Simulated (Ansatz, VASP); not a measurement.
LiH: VASP beside Ansatz

The input INCAR:

```
PREC = Accurate
ENCUT = 520
EDIFF = 1E-7
ISMEAR = 0
SIGMA = 0.05
LREAL = False
LASPH = True
NELM = 100
ALGO = Normal
ISIF = 2
LWAVE = False
LCHARG = True
GGA = CA
LELF = True
LVHAR = True
NBANDS = 9
```

The input KPOINTS:

```
regular mesh
0
Gamma
  10 10 10
```

Contents of POSCAR:

```
LiH
1.0
    0.0000000000      2.0325000000      1.8699000000
    2.0325000000      0.0000000000      1.8699000000
    2.0325000000      2.0325000000      0.0000000000
Li H
1 1
Direct
    0.0000000000      0.0000000000      0.0000000000
    0.5000000000      0.5000000000      0.5000000000
```

Input for Ansatz:

```yaml
crystal:
  lattice:
    - [0.0, 2.0325, 1.8699]
    - [2.0325, 0.0, 1.8699]
    - [2.0325, 2.0325, 0.0]
  atoms:
    - { symbol: Li, position: [0.0, 0.0, 0.0] }
    - { symbol: H, position: [0.5, 0.5, 0.5] }
basis:
  ecutwfc: 420
kpoints:
  mp_grid: { grid: [10, 10, 10] }
hamiltonian:
  xc: lda
scf:
  occupations: { method: gaussian, width: 0.05 }
output:
  forces: true
  stress: true
  eigenvalues: true
```

Change from the starting cell: strain +0.000 along x and y, -0.080 along z, atoms carried along.

Alike in both runs: task single point; functional LDA; k mesh 10 × 10 × 10; occupations gaussian, width 0.05 eV; no spin polarisation.

```csv
,VASP,Ansatz
version,VASP 6.6.1,Ansatz 0.2.0
potentials or method,"VASP PAW LDA potentials, release 64 (Li_sv, H), cutoff 520 eV","scalar-relativistic, plane waves, PAW"
valence electrons in the cell,4,4
```

VASP gave:

```
gap on the k mesh at the Fermi level (eV) : 1.78
least direct gap on the mesh (eV)         : 2.41
```

**Question.** What did Ansatz give for the same quantities?

**Answer.** gap on the k mesh at the Fermi level (eV): 1.78; least direct gap on the mesh (eV): 2.42.

LDA's correlation is that of Perdew and Zunger in VASP and of Perdew and Wang (1992) in Ansatz.

Noted on VASP's run: the cutoff is short for stress, so the pressure is rough.
